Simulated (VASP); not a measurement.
A run of VASP 6.6.1 is set up as follows.

File INCAR:

```
SYSTEM = Ta4C3
ALGO = Normal ; EDIFF = 1E-6
ENCUT = 520 ; GGA = PS
ISIF = 2 ; ISMEAR = 0
LASPH = .TRUE. ; LCHARG = .FALSE.
LREAL = .FALSE. ; LWAVE = .FALSE.
NBANDS = 37 ; NELM = 60
PREC = Accurate ; SIGMA = 0.15
```

Contents of KPOINTS:

```
k-points
0
G
  10 10 10
  0 0 0
```

Contents of POSCAR:

```
Ta4C3
1.0
    4.4026021986      0.0000000000      0.0000000000
    0.0000000000      4.4026021986      0.0000000000
    0.0000000000      0.0000000000      4.4026021986
Ta C
4 3
Direct
    0.0000000000      0.5000000000      0.5000000000
    0.5000000000      0.0000000000      0.5000000000
    0.5000000000      0.5000000000      0.0000000000
    0.0454276791      0.0000000000      0.0000000000
    0.5000000000      0.0000000000      0.0000000000
    0.0000000000      0.5000000000      0.0000000000
    0.0000000000      0.0000000000      0.5000000000
```

Potentials or basis: VASP PAW PBE potentials, release 64 (Ta_pv, C).

Command:

```bash
$ cat potpaw_PBE.64/Ta_pv/POTCAR potpaw_PBE.64/C/POTCAR > POTCAR
$ mpirun -np 1 vasp_std > vasp.out
```

**Question.** What does it give for the band gap on the k mesh?

**Answer.** Zero (bands 28 and 29 overlap by 1.12 eV).

**Question.** What does it give for the pressure?

**Answer.** 3.3 GPa.

**Question.** What does it give for the largest force?

**Answer.** 4.017 eV/Å.

Stress tensor (GPa, compression positive):
```
7.60 0.00 0.00
0.00 1.16 0.00
0.00 0.00 1.16
```

Caveat: the cell differs from its parent crystal (atom 4 (Ta) moved -0.200 Å towards its neighbour atom 5 (C) at 2.201 Å); the stress differs along the axes, from 1 to 8 GPa; the PAW data sets were made with another functional, which shifts forces and pressure a little; spin-orbit coupling is left out, which moves the levels of the heavy elements.
